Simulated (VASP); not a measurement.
# Mg3SiO (Pm-3m) in VASP: a series of runs

Mg3SiO is run at these levels: PBE, r2SCAN; tasks: single point, relaxation of cell and atoms.

Program: VASP 6.6.1. These are calculated values, not measurements. Logs are shortened: lines on timing, memory, paths and dates and some standing lists are left out, and cuts for length are marked.

### 1 The cell of the first run

The structure is cubic, space group Pm-3m (No. 221). The conventional cell has a = 4.221 Å, b = 4.221 Å, c = 4.221 Å, α = 90.00°, β = 90.00°, γ = 90.00°. Si (site symmetry m-3m) has 12 Mg at 2.98 Å and 8 O at 3.66 Å within 3.9 Å. O (site symmetry m-3m) has 6 Mg at 2.11 Å within 2.8 Å. Mg (site symmetry 4/mmm) has 2 O at 2.11 Å within 2.8 Å.

### 2 Single point, PBE

Input file INCAR:

```
SYSTEM = Mg3SiO
PREC = Accurate ; ENCUT = 520
EDIFF = 1E-6 ; ISMEAR = -1
SIGMA = 0.02 ; LREAL = .FALSE.
LASPH = .TRUE. ; NELM = 80
ALGO = Normal ; ISIF = 2
LWAVE = .FALSE. ; LCHARG = .TRUE.
GGA = PE ; LELF = .TRUE.
LVHAR = .TRUE. ; NBANDS = 16
```

Input file KPOINTS:

```
regular mesh
0
G
  6 6 6
  0 0 0
```

Input file POSCAR:

```
Mg3SiO
1.0
    4.2206344812      0.0000000000      0.0000000000
    0.0000000000      4.2206344812      0.0000000000
    0.0000000000      0.0000000000      4.2206344812
Si O Mg
1 1 3
Direct
    0.0000000000      0.0000000000      0.0000000000
    0.5000000000      0.5000000000      0.5000000000
    0.5000000000      0.5000000000      0.0000000000
    0.5000000000      0.0000000000      0.5000000000
    0.0000000000      0.5000000000      0.5000000000
```

Potentials or basis: VASP PAW PBE potentials, release 64 (Si, O, Mg).

Launch:

```
> cat potpaw_PBE.64/Si/POTCAR potpaw_PBE.64/O/POTCAR potpaw_PBE.64/Mg/POTCAR > POTCAR
> mpirun -np 1 vasp_std > vasp.out
```

OUTCAR:

```text
SYSTEM = Mg3SiO
   PREC = Accurate
   ENCUT = 520
   EDIFF = 1E-6
   ISMEAR = -1
   LREAL = .FALSE.
   LASPH = .TRUE.
   NELM = 80
   ISIF = 2
   GGA = PE

 ion  position               nearest neighbor table
   1  0.000  0.000  0.000-   3 2.98   4 2.98   5 2.98   4 2.98   5 2.98   3 2.98   5 2.98   5 2.98
                             3 2.98   4 2.98   4 2.98   3 2.98
   2  0.500  0.500  0.500-   3 2.11   4 2.11   5 2.11   3 2.11   4 2.11   5 2.11
   3  0.500  0.500  0.000-   2 2.11   2 2.11   4 2.98   5 2.98   1 2.98   4 2.98   5 2.98   1 2.98
                             4 2.98   4 2.98   1 2.98   5 2.98   5 2.98   1 2.98
   4  0.500  0.000  0.500-   2 2.11   2 2.11   3 2.98   5 2.98   1 2.98   3 2.98   1 2.98   3 2.98
                             5 2.98   3 2.98   1 2.98   5 2.98   1 2.98   5 2.98
   5  0.000  0.500  0.500-   2 2.11   2 2.11   3 2.98   4 2.98   1 2.98   3 2.98   1 2.98   4 2.98
                             1 2.98   1 2.98   3 2.98   4 2.98   3 2.98   4 2.98

  LATTYP: Found a simple cubic cell.
 ALAT       =     4.2206344812

  Lattice vectors:

 A1 = (   4.2206344812,   0.0000000000,   0.0000000000)
 A2 = (   0.0000000000,   4.2206344812,   0.0000000000)
 A3 = (   0.0000000000,   0.0000000000,   4.2206344812)

Analysis of symmetry for initial positions (statically):
=====================================================================
 Subroutine PRICEL returns:
 Original cell was already a primitive cell.

 Routine SETGRP: Setting up the symmetry group for a
 simple cubic supercell.

 Subroutine GETGRP returns: Found 48 space group operations
 (whereof 48 operations were pure point group operations)
 out of a pool of 48 trial point group operations.

The static configuration has the point symmetry O_h .

Analysis of symmetry for dynamics (positions and initial velocities):
=====================================================================
 Subroutine PRICEL returns:
 Original cell was already a primitive cell.

 Routine SETGRP: Setting up the symmetry group for a
 simple cubic supercell.

 Subroutine GETGRP returns: Found 48 space group operations
 (whereof 48 operations were pure point group operations)
 out of a pool of 48 trial point group operations.

The dynamic configuration has the point symmetry O_h .

 Subroutine INISYM returns: Found 48 space group operations
 (whereof 48 operations are pure point group operations),
 and found     1 'primitive' translations

----------------------------------------------------------------------------------------

                                     Primitive cell

  volume of cell :      75.1854

  direct lattice vectors                    reciprocal lattice vectors
     4.220634481  0.000000000  0.000000000     0.236931202  0.000000000  0.000000000
     0.000000000  4.220634481  0.000000000     0.000000000  0.236931202  0.000000000
     0.000000000  0.000000000  4.220634481     0.000000000  0.000000000  0.236931202

  length of vectors
     4.220634481  4.220634481  4.220634481     0.236931202  0.236931202  0.236931202

  position of ions in fractional coordinates (direct lattice)
     0.000000000  0.000000000  0.000000000
     0.500000000  0.500000000  0.500000000
     0.500000000  0.500000000  0.000000000
     0.500000000  0.000000000  0.500000000
     0.000000000  0.500000000  0.500000000

  ion indices of the primitive-cell ions
   primitive index   ion index
                 1           1
                 2           2
                 3           3
                 4           4
                 5           5

----------------------------------------------------------------------------------------

 KPOINTS: regular mesh

Automatic generation of k-mesh.
 Grid dimensions read from file:
 generate k-points for:    6    6    6

 Generating k-lattice:

  Cartesian coordinates                     Fractional coordinates (reciprocal lattice)
     0.039488534  0.000000000  0.000000000     0.166666667  0.000000000  0.000000000
     0.000000000  0.039488534  0.000000000     0.000000000  0.166666667  0.000000000
     0.000000000  0.000000000  0.039488534     0.000000000  0.000000000  0.166666667

  Length of vectors
     0.039488534  0.039488534  0.039488534

  Shift w.r.t. Gamma in fractional coordinates (k-lattice)
     0.000000000  0.000000000  0.000000000

 Subroutine IBZKPT returns following result:
 ===========================================

 Found     20 irreducible k-points:

 Following reciprocal coordinates:
            Coordinates               Weight
  0.000000  0.000000  0.000000      1.000000
  0.166667  0.000000  0.000000      6.000000
  0.333333  0.000000  0.000000      6.000000
  0.500000  0.000000  0.000000      3.000000
  0.166667  0.166667  0.000000     12.000000
  0.333333  0.166667  0.000000     24.000000
[... 12 lines left out ...]
  0.500000  0.500000  0.333333      6.000000
  0.500000  0.500000  0.500000      1.000000
[... 31 lines left out ...]
   EMIN   =  10.00;   EMAX   =-10.00  energy-range for DOS
   EFERMI =   0.00;   METHOD = LEGACY
   ISMEAR =    -1;   SIGMA  =   0.02  broadening in eV -4-tet -1-fermi 0-gaus
   EFERMI_NEDOS =   21; number of points for ismear=-14 and -15
   IALGO  =     38    algorithm
   IMIX   =      4    mixing-type and parameters
     AMIX     =   0.40;   BMIX     =  1.00
     AMIX_MAG =   1.60;   BMIX_MAG =  1.00
  volume/ion in A,a.u.               =      15.04       101.48
  Fermi-wavevector in a.u.,A,eV,Ry     =   0.977396  1.847010 12.997677  0.955302
  Thomas-Fermi vector in A             =   2.108090
   LORBIT       =      0    0 simple, 1 ext, 2 COOP (PROOUT), +10 PAW based schemes
   GGA     = PE    functional components
   LHFCALC =     F    Hartree Fock is set to
   AEXX    =    0.0000 exact exchange contribution
   IVDW    =     0    specifies the selected vdW correction
   LEPSILON=     F    determine dielectric tensor
   LRPA    =     F    only Hartree local field effects (RPA)
 non-spin polarized calculation
  energy-cutoff  :      520.00
  volume of cell :       75.19
 maximum number of plane-waves:      2048
 NGX is ok and might be reduce to    32
   NGX = 15   NGY = 15   NGZ = 15

 number of electron      15.9999996 magnetization

 Free energy of the ion-electron system (eV)
  ---------------------------------------------------
  ext. energy  EPLUGINS =         0.00000000
  ---------------------------------------------------
  free energy    TOTEN  =       -19.93439264 eV

  energy without entropy =      -19.93340001  energy(sigma->0) =      -19.93389633

 E-fermi :   5.3786     XC(G=0):  -9.8365

 val. band max:        5.3262111451   @ k =   0.5000   0.3333   0.0000
 cond. band min:       5.4156795394   @ k =   0.5000   0.5000   0.1667
 fundamental gap:      0.0894683943
 Fermi energy:         5.3786367042

 k-point     1 :       0.0000    0.0000    0.0000
  band No.  band energies     occupation
      1     -14.7810      2.00000
      2      -3.4227      2.00000
      3      -0.7630      2.00000
      4      -0.7630      2.00000
      5      -0.7630      2.00000
      6       4.9492      2.00000
[... 8 lines left out ...]
     15      13.3471      0.00000
     16      13.3471      0.00000

 k-point     2 :       0.1667    0.0000    0.0000
  band No.  band energies     occupation
      1     -14.7642      2.00000
      2      -3.3968      2.00000
      3      -0.7398      2.00000
      4      -0.7277      2.00000
      5      -0.7277      2.00000
      6       3.3952      2.00000
[... 8 lines left out ...]
     15      12.1333      0.00000
     16      13.2957      0.00000

 k-point     3 :       0.3333    0.0000    0.0000
  band No.  band energies     occupation
      1     -14.7302      2.00000
      2      -3.3732      2.00000
      3      -0.6541      2.00000
      4      -0.6541      2.00000
      5      -0.4750      2.00000
      6       1.7028      2.00000
[... 8 lines left out ...]
     15      11.9079      0.00000
     16      12.0376      0.00000
[... 286 lines left out ...]
 k-point    19 :       0.5000    0.5000    0.3333
  band No.  band energies     occupation
      1     -14.6053      2.00000
      2      -1.3957      2.00000
      3      -1.3957      2.00000
      4      -1.3018      2.00000
      5      -1.1022      2.00000
      6       2.2198      2.00000
[... 8 lines left out ...]
     15      14.4776      0.00000
     16      15.8194      0.00000

 k-point    20 :       0.5000    0.5000    0.5000
  band No.  band energies     occupation
      1     -14.5902      2.00000
      2      -1.2639      2.00000
      3      -1.2639      2.00000
      4      -1.2639      2.00000
      5      -1.0178      2.00000
      6       1.9956      2.00000
[... 8 lines left out ...]
     15      14.5984      0.00000
     16      16.3622      0.00000

------------------------ aborting loop because EDIFF is reached ----------------------------------------

  FORCE on cell =-STRESS in cart. coord.  units (eV):
  Direction    XX          YY          ZZ          XY          YZ          ZX
  --------------------------------------------------------------------------------------
  -------------------------------------------------------------------------------------
  Total       -0.1531042     -0.1531042     -0.1531042     -0.0000000     -0.0000000      0.0000000
  in kB       -3.2626052     -3.2626052     -3.2626052     -0.0000000     -0.0000000      0.0000000
  external PRESSURE =      -3.2626052 kB  Pullay stress =       0.0000000 kB

 VOLUME and BASIS-vectors are now :
 -----------------------------------------------------------------------------
  energy-cutoff  :      520.00
  volume of cell :       75.19
      direct lattice vectors                 reciprocal lattice vectors
     4.220634481  0.000000000  0.000000000     0.236931202  0.000000000  0.000000000
     0.000000000  4.220634481  0.000000000     0.000000000  0.236931202  0.000000000
     0.000000000  0.000000000  4.220634481     0.000000000  0.000000000  0.236931202

 POSITION                                       TOTAL-FORCE (eV/Angst)
 -----------------------------------------------------------------------------------
      0.00000      0.00000      0.00000         0.000000      0.000000      0.000000
      2.11032      2.11032      2.11032         0.000000      0.000000      0.000000
      2.11032      2.11032      0.00000         0.000000      0.000000      0.000000
      2.11032      0.00000      2.11032         0.000000      0.000000      0.000000
      0.00000      2.11032      2.11032         0.000000      0.000000      0.000000
 -----------------------------------------------------------------------------------
    total drift:                                0.000000      0.000000     -0.000000

  FREE ENERGIE OF THE ION-ELECTRON SYSTEM (eV)
  ---------------------------------------------------
  free  energy   TOTEN  =       -19.9343926425 eV

  energy  without entropy=      -19.9334000087  energy(sigma->0) =      -19.93389633
```

It took 11 s on 1 thread of Intel Xeon 6975P-C (Granite Rapids), shared host; peak memory 0.18 GiB.

Results:

| Item | Value |
| --- | --- |
| Free energy | -19.9344 eV |
| Pressure | -0.3 GPa |
| Band gap on the k mesh | 0.09 eV (least direct gap 0.57 eV) |

A k mesh can miss the band edges.

### 3 Single point, r2SCAN

This run uses another cell than the first one, of 14.65 Å³/atom.

POSCAR, as its differences from that of step 2:

```diff
@@ -2,5 +2,5 @@
 1.0
-    4.2206344812      0.0000000000      0.0000000000
-    0.0000000000      4.2206344812      0.0000000000
-    0.0000000000      0.0000000000      4.2206344812
+    4.1836345404      0.0000000000      0.0000000000
+    0.0000000000      4.1836345404      0.0000000000
+    0.0000000000      0.0000000000      4.1836345404
 Si O Mg
```

Input file INCAR.step1:

```
PREC = Accurate ; ENCUT = 520
ISMEAR = -1 ; SIGMA = 0.02
LREAL = False ; LASPH = True
NELM = 80 ; NBANDS = 16
GGA = PE ; ALGO = Normal
EDIFF = 1E-4 ; LWAVE = True
LCHARG = False
```

Input file INCAR.step2:

```
PREC = Accurate ; ENCUT = 520
EDIFF = 1E-6 ; ISMEAR = -1
SIGMA = 0.02 ; LREAL = False
LASPH = True ; NELM = 80
ALGO = Normal ; ISIF = 2
LWAVE = False ; LCHARG = True
METAGGA = R2SCAN ; LMIXTAU = True
LELF = True ; LVHAR = True
NBANDS = 16 ; ISTART = 1
```

Input file KPOINTS:

```
regular mesh
0
Gamma
  6 6 6
```

Potentials or basis: VASP PAW PBE potentials, release 64 (Si, O, Mg).

Launch:

```
> cat potpaw_PBE.64/Si/POTCAR potpaw_PBE.64/O/POTCAR potpaw_PBE.64/Mg/POTCAR > POTCAR
> cp INCAR.step1 INCAR
> mpirun -np 1 vasp_std > vasp.out
> cp INCAR.step2 INCAR
> mpirun -np 1 vasp_std > vasp.out
```

It took 32 s on 1 thread of Intel Xeon 6975P-C (Granite Rapids), shared host; peak memory 0.19 GiB.

Results (log left out):

```
Free energy            : -32.8170 eV
Pressure               : -0.6 GPa
Band gap on the k mesh : 0.26 eV
```

Levels at points of the mesh, in eV from the valence-band top:
```
           k point  band 5  band 6  band 7  band 8  band 9  band 10  band 11  band 12
(0.00, 0.00, 0.00)   -6.58   -0.44   -0.44   -0.44    0.87     0.87     2.59     6.21
(0.50, 0.00, 0.00)   -5.67   -4.92   -0.65   -0.65    1.89     3.70     4.40     4.40
(0.50, 0.50, 0.00)   -6.36   -2.81   -2.81    0.00    0.26     2.87     3.36     3.36
(0.50, 0.50, 0.50)   -6.69   -3.63   -3.63   -3.63    2.11     2.11     2.11     5.26
```

Caveat: the PAW data sets were made with another functional, which shifts forces and pressure a little. A k mesh can miss the band edges.

### 4 Single point, r2SCAN

This run uses another cell than the first one, of 14.65 Å³/atom.

POSCAR is that of step 3.

Input file INCAR.step1:

```
SYSTEM = Mg3SiO
ALGO = Normal
EDIFF = 1E-4
ENCUT = 520
GGA = PE
ISMEAR = -1
LASPH = .TRUE.
LCHARG = .FALSE.
LREAL = .FALSE.
LWAVE = .TRUE.
NBANDS = 16
NELM = 100
PREC = Accurate
SIGMA = 0.02
```

Input file INCAR.step2:

```
SYSTEM = Mg3SiO
ALGO = Normal
EDIFF = 1E-6
ENCUT = 520
ISIF = 2
ISMEAR = -1
ISTART = 1
LASPH = .TRUE.
LCHARG = .FALSE.
LMIXTAU = .TRUE.
LREAL = .FALSE.
LWAVE = .FALSE.
METAGGA = R2SCAN
NBANDS = 16
NELM = 100
PREC = Accurate
SIGMA = 0.02
```

Input file KPOINTS:

```
k-points
0
G
  6 6 6
  0 0 0
```

Launch:

```
> cat potpaw_PBE.64/Si/POTCAR potpaw_PBE.64/O/POTCAR potpaw_PBE.64/Mg/POTCAR > POTCAR
> cp INCAR.step1 INCAR
> mpirun -np 1 vasp_std > vasp.out
> cp INCAR.step2 INCAR
> mpirun -np 1 vasp_std > vasp.out
```

It took 32 s on 1 thread of Intel Xeon 6975P-C (Granite Rapids), shared host; peak memory 0.19 GiB.

It converged, with:

| Quantity | Value |
| --- | --- |
| Free energy | -32.8170 eV |
| Pressure | -0.6 GPa |
| Band gap on the k mesh | 0.26 eV |

Levels at points of the mesh, in eV from the valence-band top:
```csv
k point,band 4,band 5,band 6,band 7,band 8,band 9,band 10,band 11,band 12,band 13
"(0.00, 0.00, 0.00)",-6.58,-6.58,-0.44,-0.44,-0.44,0.87,0.87,2.59,6.21,6.21
"(0.50, 0.00, 0.00)",-6.44,-5.67,-4.92,-0.65,-0.65,1.89,3.70,4.40,4.40,5.28
"(0.50, 0.50, 0.00)",-7.53,-6.36,-2.81,-2.81,0.00,0.26,2.87,3.36,3.36,7.47
"(0.50, 0.50, 0.50)",-7.06,-6.69,-3.63,-3.63,-3.63,2.11,2.11,2.11,5.26,10.30
```

Caveat: the PAW data sets were made with another functional, which shifts forces and pressure a little.

### 5 Relaxation of cell and atoms, PBE

This run uses another cell than the first one, of 11.85 Å³/atom.

Input file INCAR:

```
PREC     = Accurate       # precision mode
ENCUT    = 600            # plane-wave cutoff, eV
EDIFF    = 1E-7           # SCF threshold, eV
ISMEAR   = -1             # smearing method
SIGMA    = 0.02           # smearing width, eV
LREAL    = False          # projectors in reciprocal space
LASPH    = True           # aspherical terms in the spheres
NELM     = 80             # most SCF steps
ALGO     = Normal         # electronic algorithm
ISIF     = 3              # what is computed and relaxed
LWAVE    = False          # write WAVECAR
LCHARG   = False          # write CHGCAR
GGA      = PE             # functional
IBRION   = 2              # ionic algorithm
NSW      = 80             # ionic steps
EDIFFG   = -0.005         # ionic threshold
```

Input file KPOINTS:

```
regular mesh
0
Gamma
  6 6 6
```

POSCAR, as its differences from that of step 4:

```diff
@@ -2,5 +2,5 @@
 1.0
-    4.1836345404      0.0000000000      0.0000000000
-    0.0000000000      4.1836345404      0.0000000000
-    0.0000000000      0.0000000000      4.1836345404
+    3.8989751400      0.0000000000      0.0000000000
+    0.0000000000      3.8989751400      0.0000000000
+    0.0000000000      0.0000000000      3.8989751400
 Si O Mg
```

Launch:

```
> cat potpaw_PBE.64/Si/POTCAR potpaw_PBE.64/O/POTCAR potpaw_PBE.64/Mg/POTCAR > POTCAR
> mpirun -np 1 vasp_std > vasp.out
```

It took 28 s on 1 thread of Intel Xeon 6975P-C (Granite Rapids), shared host; peak memory 0.19 GiB.

The run converged. Its results:

```
Free energy                           : -19.9299 eV
Relaxed volume                        : 14.97 Å³/atom
Relaxed cell                          : a = 4.215 Å, b = 4.215 Å, c = 4.215 Å, α = 90.00°, β = 90.00°, γ = 90.00°
Space group after relaxing (to 0.1 Å) : Pm-3m (No. 221)
Energy gained by relaxing             : 248.9 meV/atom
Ionic steps                           : 5
Pressure after relaxing               : 0.0 GPa
Band gap on the k mesh                : 0.10 eV (least direct gap 0.58 eV)
```

The path:
```csv
step,energy change (eV),largest force (eV/Å),pressure (GPa),volume (Å³)
1,0.0000,0.0000,31.22,59.27
2,-1.1216,0.0000,-5.65,81.38
3,-1.2443,0.0000,0.23,74.67
4,-1.2443,0.0000,-0.13,75.00
5,-1.2444,0.0000,0.01,74.87
```

Final structure:
```
Si O Mg
1.0
     4.21475    0.00000    0.00000
     0.00000    4.21475    0.00000
     0.00000    0.00000    4.21475
Si O Mg
1 1 3
Direct
  0.00000 0.00000 0.00000
  0.50000 0.50000 0.50000
  0.50000 0.50000 0.00000
  0.50000 0.00000 0.50000
  0.00000 0.50000 0.50000
```

Levels at points of the mesh, in eV from the valence-band top:
```
           k point  band 6  band 7  band 8  band 9  band 10  band 11
(0.00, 0.00, 0.00)   -0.38   -0.38   -0.38    0.69     0.69     1.80
(0.50, 0.00, 0.00)   -4.68   -0.58   -0.58    1.79     3.10     4.01
(0.50, 0.50, 0.00)   -2.53   -2.53   -0.34    0.31     2.50     3.03
(0.50, 0.50, 0.50)   -3.34   -3.34   -3.34    1.78     1.78     1.78
```

Caveat: the volume moved by over 15 % at a fixed basis, so the end points are rough. A k mesh can miss the band edges.

### 6 Summary

| task | level | cell | cutoff (eV) | gap on the mesh (eV) | pressure (GPa) |
| --- | --- | --- | --- | --- | --- |
| single point | PBE | a = 4.221 Å, 5 atoms | 520 | 0.09 | -0.3 |
| single point | r2SCAN | a = 4.184 Å, 5 atoms | 520 | 0.26 | -0.6 |
| relaxation of cell and atoms | PBE | relaxed from a = 3.899 Å, 5 atoms | 600 | 0.10 | 0.0 |

Alike in all rows: potentials or basis VASP PAW PBE potentials, release 64 (Si, O, Mg); no spin polarisation; k mesh 6 × 6 × 6; smearing fermi-dirac 0.02 eV.

Caveats: the PAW data sets were made with another functional, which shifts forces and pressure a little (at least some runs); the volume moved by over 15 % at a fixed basis, so the end points are rough (at least some runs).

Total energies depend on the potentials used, so only differences within one code and one set of settings carry meaning.
